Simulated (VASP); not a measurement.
BeTe (rocksalt type), 2 atoms in the cell. The structure is cubic, space group Fm-3m (No. 225). Conventional cell: a = 5.360 Å, b = 5.360 Å, c = 5.360 Å, α = 90.00°, β = 90.00°, γ = 90.00°. Be (site symmetry m-3m) has 6 Te at 2.68 Å within 3.5 Å. Within 3.5 Å of Te (site symmetry m-3m) lie 6 Be at 2.68 Å. 

| Quantity | Value |
| --- | --- |
| Program | VASP 6.6.1 |
| Task | single point |
| Functional | PBE |
| Potentials or basis | VASP PAW PBE potentials, release 64 (Be, Te) |
| Cutoff | 520 eV |
| k mesh | 13 × 13 × 13 |
| Occupations | fermi-dirac, width 0.05 eV |
| Spin | no spin polarisation |
| Dipole correction | no |
| Further INCAR settings | ALGO = Normal; EDIFF = 1e-06; NBANDS = 11 |

Potentials or basis: VASP PAW PBE potentials, release 64 (Be, Te).

Run with:

```sh
$ cat potpaw_PBE.64/Be/POTCAR potpaw_PBE.64/Te/POTCAR > POTCAR
$ mpirun -np 1 vasp_std > vasp.out
```

Hardware: 1 thread of AMD EPYC 9R45 96-Core Processor (Zen 5) (shared host).

Task: Estimate the wall time of this run.

Result: Run time: 14 s on 1 thread of AMD EPYC 9R45 96-Core Processor (Zen 5), with other jobs on the host, peak memory 0.15 GiB. Counts: scf iterations 10, k points 84.
